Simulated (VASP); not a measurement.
A run of VASP 6.6.1 is set up as follows.

Contents of INCAR:

```
ALGO     = Fast           # electronic algorithm
EDIFF    = 1E-7           # SCF threshold, eV
ENCUT    = 520            # plane-wave cutoff, eV
GGA      = PS             # functional
ISIF     = 2              # what is computed and relaxed
ISMEAR   = 0              # smearing method
LASPH    = T              # aspherical terms in the spheres
LCHARG   = F              # write CHGCAR
LREAL    = F              # projectors in reciprocal space
LWAVE    = F              # write WAVECAR
NBANDS   = 18             # bands
NELM     = 60             # most SCF steps
PREC     = Accurate       # precision mode
SIGMA    = 0.15           # smearing width, eV
```

The input KPOINTS:

```
k-points
0
Gamma
  16 16 12
```

POSCAR

```
Au
1.0
    0.0000000000     -2.0455000000     -2.0455000000
    0.0000000000      2.0455000000     -2.0455000000
    4.0910000000      0.0000000000      0.0000000000
Au
2
Direct
    0.5000000000      0.5000000000      0.5305548766
    0.0000000000      0.0000000000     -0.0305548766
```

Potentials or basis: VASP PAW PBE potentials, release 64 (Au).

Run with:

```sh
$ cat potpaw_PBE.64/Au/POTCAR > POTCAR
$ mpirun -np 1 vasp_std > vasp.out
```

(1) Predict the largest force.

(2) Estimate the pressure.

(3) Predict the band gap on the k mesh.

Answers

(1) 2.055 eV/Å.

(2) 4.8 GPa.

(3) zero (bands 11 and 12 overlap by 6.93 eV).

Caveat: the cell differs from its parent crystal (atoms displaced along a vibrational mode); the cell stands under pressure; the PAW data sets were made with another functional, which shifts forces and pressure a little; spin-orbit coupling is left out, which moves the levels of the heavy elements.
